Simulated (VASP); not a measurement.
Set up this calculation in VASP 6.6.1, as the native input.

```
Task                   : single point
Functional             : LDA
Potentials or basis    : VASP PAW LDA potentials, release 64 (Mo_sv)
Cutoff                 : 520 eV
k mesh                 : 14 × 14 × 14
Occupations            : fermi-dirac, width 0.3 eV
Spin                   : no spin polarisation
Dipole correction      : no
Further INCAR settings : ALGO = Normal; EDIFF = 1e-07; NBANDS = 13
```

The structure of Mo lies in POSCAR:

```
Mo
1.0
   -1.5565618036      1.5565618036      1.5565618036
    1.5565618036     -1.5565618036      1.5565618036
    1.5565618036      1.5565618036     -1.5565618036
Mo
1
Direct
    0.0000000000      0.0000000000      0.0000000000
```

These files were run (other wordings do the same):

INCAR

```
SYSTEM = Mo
PREC = Accurate
ENCUT = 520
EDIFF = 1E-7
ISMEAR = -1
SIGMA = 0.3
LREAL = .False.
LASPH = .True.
NELM = 80
ALGO = Normal
ISIF = 2
LWAVE = .False.
LCHARG = .False.
GGA = CA
NBANDS = 13
```

KPOINTS

```
Automatic mesh
0
Gamma
  14 14 14
  0 0 0
```

Potentials or basis: VASP PAW LDA potentials, release 64 (Mo_sv).

Command:

```bash
$ cat potpaw_LDA.64/Mo_sv/POTCAR > POTCAR
$ mpirun -np 1 vasp_std > vasp.out
```

Results of the run:

* Pressure: 1.6 GPa
* Band gap on the k mesh: zero (band 7 reaches 17.28 eV, above the bottom of band 8 at 11.62 eV)

Run time: 20 s on 1 thread of AMD EPYC 7R13, with other jobs on the host, peak memory 0.1 GiB.
